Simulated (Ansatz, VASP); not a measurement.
## KI in VASP and in Ansatz

File INCAR:

```
SYSTEM = KI
  PREC = Accurate
  ENCUT = 520
  EDIFF = 1E-6
  ISMEAR = 0
  SIGMA = 0.05
  LREAL = .False.
  LASPH = .True.
  NELM = 60
  ALGO = Normal
  ISIF = 2
  LWAVE = .False.
  LCHARG = .False.
  GGA = PE
  NBANDS = 15
```

The input KPOINTS:

```
Automatic mesh
0
Gamma
  6 6 6
  0 0 0
```

The input POSCAR:

```
KI
1.0
    0.0000000000      3.6126637500      3.5245500000
    3.6126637500      0.0000000000      3.5245500000
    3.6126637500      3.6126637500      0.0000000000
K I
1 1
Direct
    0.0000000000      0.0000000000      0.0000000000
    0.5000000000      0.5000000000      0.5000000000
```

Input for Ansatz:

```yaml
crystal:
  lattice:
    - [0.0, 3.61266375, 3.52455]
    - [3.61266375, 0.0, 3.52455]
    - [3.61266375, 3.61266375, 0.0]
  atoms:
    - { symbol: K, position: [0.0, 0.0, 0.0] }
    - { symbol: I, position: [0.5, 0.5, 0.5] }
basis:
  ecutwfc: 420
kpoints:
  mp_grid: { grid: [6, 6, 6] }
hamiltonian:
  xc: pbe
scf:
  occupations: { method: gaussian, width: 0.05 }
output:
  forces: true
  stress: true
  eigenvalues: true
```

Change from the starting cell: strain +0.025 along x and y, +0.000 along z, atoms carried along.

Alike in both runs: task single point; functional PBE; k mesh 6 × 6 × 6; occupations gaussian, width 0.05 eV; no spin polarisation.

|  | VASP | Ansatz |
| --- | --- | --- |
| version | VASP 6.6.1 | Ansatz 0.2.0 |
| potentials or method | VASP PAW PBE potentials, release 64 (K_sv, I), cutoff 520 eV | scalar-relativistic, plane waves, PAW |
| valence electrons in the cell | 16 | 26 |

Ansatz gave:

| Item | Value |
| --- | --- |
| gap on the k mesh at the Fermi level (eV) | 3.87 |
| least direct gap on the mesh (eV) | 3.87 |
| pressure (GPa) | 0.1 |
| traceless stress, the component that is largest in VASP (GPa) | 0.37 |

Problem. Which values does VASP return?

Solution. gap on the k mesh at the Fermi level (eV): 3.86; least direct gap on the mesh (eV): 3.86; pressure (GPa): 0.1; traceless stress, the component that is largest in VASP (GPa): 0.37.

With one functional, cell and mesh, what is left measures potentials, basis and numerics. VASP's potentials hold 16 valence electrons a cell and Ansatz's 26, so a difference there can come from the potentials and not from the codes.

Neither program's run includes spin-orbit coupling.
